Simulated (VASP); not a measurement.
A run of VASP 6.6.1 is set up as follows.

Contents of INCAR:

```
SYSTEM = BiTe
PREC = Accurate
ENCUT = 520
EDIFF = 1E-7
ISMEAR = -1
SIGMA = 0.05
LREAL = .FALSE.
LASPH = .TRUE.
NELM = 60
ALGO = Normal
ISIF = 2
LWAVE = .FALSE.
LCHARG = .FALSE.
GGA = PE
NBANDS = 75
KPAR = 4
```

The input KPOINTS:

```
Automatic mesh
0
G
  11 11 2
  0 0 0
```

The input POSCAR:

```
BiTe
1.0
    4.3923193887      0.0000000000      0.0000000000
   -2.1961596943      3.8038601722      0.0000000000
    0.0000000000      0.0000000000     23.8885857405
Bi Te
6 6
Direct
    0.0000000000      0.0000000000      0.1243049053
    0.0000000000      0.0000000000      0.8756950947
    0.3333333333      0.6666666667      0.2919400242
    0.6666666667      0.3333333333      0.7080599758
    0.6666666667      0.3333333333      0.4645609529
    0.3333333333      0.6666666667      0.5354390471
    0.3333333333      0.6666666667      0.0523758874
    0.6666666667      0.3333333333      0.9476241126
    0.6666666667      0.3333333333      0.2086042379
    0.3333333333      0.6666666667      0.7913957621
    0.0000000000      0.0000000000      0.3647167916
    0.0000000000      0.0000000000      0.6352832084
```

Potentials or basis: VASP PAW PBE potentials, release 64 (Bi_d, Te).

Command:

```console
$ cat potpaw_PBE.64/Bi_d/POTCAR potpaw_PBE.64/Te/POTCAR > POTCAR
$ mpirun -np 4 vasp_std > vasp.out
```

Q: What does it give for the band gap on the k mesh?

A: 0.19 eV (least direct gap 0.21 eV).

Q: What does it give for the largest force?

A: 0.018 eV/Å.

Q: What does it give for the pressure?

A: 2.9 GPa.

Forces in eV/Å, atoms in the order of the input:
```
Bi   0.000  0.000  0.018
Bi   0.000  0.000 -0.018
Bi   0.000  0.000 -0.016
Bi   0.000  0.000  0.016
Bi   0.000  0.000 -0.013
Bi   0.000  0.000  0.013
Te   0.000  0.000 -0.015
Te   0.000  0.000  0.015
Te   0.000  0.000  0.001
Te   0.000  0.000 -0.001
Te   0.000  0.000  0.007
Te   0.000  0.000 -0.007
```

Caveat: spin-orbit coupling is left out, which moves the levels of the heavy elements. A k mesh can miss the band edges.
